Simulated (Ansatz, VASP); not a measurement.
## Two plane-wave programs on In4TeS

```
In Te S
1.0
     4.71852    0.00000    0.00000
     0.00000    4.71852    0.00000
     0.00000    0.00000    8.52331
In Te S
4 1 1
Direct
  0.00000 0.50000 0.27226
  0.50000 0.00000 0.72774
  0.00000 0.50000 0.72774
  0.50000 0.00000 0.27226
  0.00000 0.00000 0.00000
  0.00000 0.00000 0.50000
```

Alike in both runs: functional PBE; k mesh 4 × 4 × 4; occupations gaussian, width 0.1 eV; no spin polarisation.

Ansatz relaxed the structure, and its values are those at the end. VASP's run is a single point on that final structure, the one shown.

|  | VASP | Ansatz |
| --- | --- | --- |
| version | VASP 6.6.1 | Ansatz 0.2.0 |
| potentials or method | VASP PAW PBE potentials, release 64 (In_d, Te, S), cutoff 520 eV | scalar-relativistic, plane waves, PAW |
| valence electrons in the cell | 64 | 74 |

|  | VASP | Ansatz | Ansatz less VASP |
| --- | --- | --- | --- |
| gap on the k mesh at the Fermi level (eV) | none | none | - |
| pressure (GPa) | -0.1 | -0.1 | +0.03 |

A gap of «none» marks a metal or a gap that the smearing closes. With one functional, cell and mesh, what is left measures potentials, basis and numerics. VASP's potentials hold 64 valence electrons a cell and Ansatz's 74, so a difference there can come from the potentials and not from the codes.

Spin-orbit coupling is off throughout.
